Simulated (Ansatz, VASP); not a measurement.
## Ge2Sb2Te5 in VASP and in Ansatz

```xyz
9
Lattice="4.5625 0.0000 0.0000 -2.2812 3.9512 0.0000 0.0000 0.0000 18.6894" Properties=species:S:1:pos:R:3 pbc="T T T"
Ge    0.0000    0.0000    6.1950
Ge    0.0000    0.0000   12.4944
Sb    0.0000    2.6342    2.0961
Sb    2.2813    1.3171   16.5933
Te    0.0000    0.0000    0.0000
Te    0.0000    2.6342   14.7900
Te    2.2813    1.3171    3.8994
Te    0.0000    2.6342    7.6580
Te    2.2813    1.3171   11.0314
```

Alike in both runs: task single point; functional PBE; k mesh 9 × 9 × 2; occupations gaussian, width 0.03 eV; no spin polarisation.

|  | VASP | Ansatz |
| --- | --- | --- |
| version | VASP 6.6.1 | Ansatz 0.2.0 |
| potentials or method | VASP PAW PBE potentials, release 64 (Ge_d, Sb, Te), cutoff 520 eV | scalar-relativistic, plane waves, PAW |
| valence electrons in the cell | 68 | 138 |

|  | VASP | Ansatz | Ansatz less VASP |
| --- | --- | --- | --- |
| gap on the k mesh at the Fermi level (eV) | 0.12 | 0.12 | +0.001 |
| least direct gap on the mesh (eV) | 0.12 | 0.12 | +0.001 |
| pressure (GPa) | -5.3 | -5.3 | +0.03 |
| traceless stress, the component that is largest in VASP (GPa) | 0.84 | 0.85 | +0.005 |
| rms of the force components (eV/Å) | 0.308 | 0.310 | +0.0023 |

Atom by atom the forces differ by 0.003 eV/Å (rms over components). VASP's potentials hold 68 valence electrons a cell and Ansatz's 138, so a difference there can come from the potentials and not from the codes.

Spin-orbit coupling is off throughout.
